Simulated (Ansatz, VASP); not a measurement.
**Two plane-wave programs on In2Sb**

Contents of INCAR:

```
ALGO = Fast
EDIFF = 1E-6
ENCUT = 520
GGA = PS
ISIF = 2
ISMEAR = 0
LASPH = True
LCHARG = False
LREAL = False
LWAVE = False
NBANDS = 40
NELM = 60
PREC = Accurate
SIGMA = 0.15
```

KPOINTS

```
k-points
0
Gamma
  12 12 8
```

Contents of POSCAR:

```
In2Sb
1.0
    5.4064018579      0.0000000000      0.0000000000
   -2.7032009289      4.6820813520      0.0000000000
    0.0000000000      0.0000000000      6.2212158090
In Sb
4 2
Direct
    0.6666666667      0.3333333333      0.2500000000
    0.3333333333      0.6666666667      0.7500000000
    0.0000000000      0.0000000000      0.5000000000
    0.0000000000      0.0000000000      0.0000000000
    0.6666666667      0.3333333333      0.7500000000
    0.3333333333      0.6666666667      0.2500000000
```

Input for Ansatz:

```yaml
crystal:
  lattice:
    - [5.4064018579, 0.0, 0.0]
    - [-2.7032009289, 4.682081352, 0.0]
    - [0.0, 0.0, 6.221215809]
  atoms:
    - { symbol: In, position: [0.6666666667, 0.3333333333, 0.25] }
    - { symbol: In, position: [0.3333333333, 0.6666666667, 0.75] }
    - { symbol: In, position: [0.0, 0.0, 0.5] }
    - { symbol: In, position: [0.0, 0.0, 0.0] }
    - { symbol: Sb, position: [0.6666666667, 0.3333333333, 0.75] }
    - { symbol: Sb, position: [0.3333333333, 0.6666666667, 0.25] }
basis:
  ecutwfc: 420
kpoints:
  mp_grid: { grid: [12, 12, 8] }
hamiltonian:
  xc: pbesol
scf:
  occupations: { method: gaussian, width: 0.15 }
output:
  forces: true
  stress: true
  eigenvalues: true
```

Alike in both runs: task single point; functional PBEsol; k mesh 12 × 12 × 8; occupations gaussian, width 0.15 eV; no spin polarisation.

|  | VASP | Ansatz |
| --- | --- | --- |
| version | VASP 6.6.1 | Ansatz 0.2.0 |
| potentials or method | VASP PAW PBE potentials, release 64 (In_d, Sb), cutoff 520 eV | scalar-relativistic, plane waves, PAW |
| valence electrons in the cell | 62 | 82 |

```tsv
	VASP	Ansatz	Ansatz less VASP
gap on the k mesh at the Fermi level (eV)	none	none	-
pressure (GPa)	0.0	0.0	0.00
traceless stress, the component that is largest in VASP (GPa)	1.25	1.25	-0.004
```

VASP's potentials were made for PBE, not for PBEsol. A gap of «none» marks a metal or a gap that the smearing closes. With one functional, cell and mesh, what is left measures potentials, basis and numerics. VASP's potentials hold 62 valence electrons a cell and Ansatz's 82, so a difference there can come from the potentials and not from the codes.

Neither program's run includes spin-orbit coupling.
